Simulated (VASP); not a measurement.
La2O3:

```
La O
1.0
     6.26678    0.00000    0.00000
    -3.13339    5.42719    0.00000
     0.00000    0.00000    3.29977
La O
2 3
Direct
  0.33333 0.66667 0.50000
  0.66667 0.33333 0.50000
  0.49199 0.49199 0.00000
  0.00000 0.50801 0.00000
  0.50801 0.00000 0.00000
```

Base run:

| Quantity | Value |
| --- | --- |
| Program | VASP 6.6.1 |
| Functional | BLYP |
| Potentials or basis | VASP PAW PBE potentials, release 64 (La, O) |
| Cutoff | 520 eV |
| k mesh | 3 × 3 × 6 |
| Occupations | gaussian, width 0.01 eV |
| Spin | no spin polarisation |

Its results: band gap on the k mesh 1.64 eV, indirect (least direct gap 2.15 eV); pressure 5.3 GPa; largest force 0.033 eV/Å.

Q: The run is repeated on the same cell with these changes: functional from BLYP to PBEsol. What comes out?

A: Band gap on the k mesh 1.46 eV, indirect (least direct gap 1.98 eV); pressure -1.2 GPa; largest force 0.062 eV/Å.

PBEsol binds more tightly than BLYP, so the same cell stands under less pressure.

Caveats: the PAW data sets were made with another functional, which shifts forces and pressure a little; spin-orbit coupling is left out, which moves the levels of the heavy elements.

A k mesh can miss the band edges.
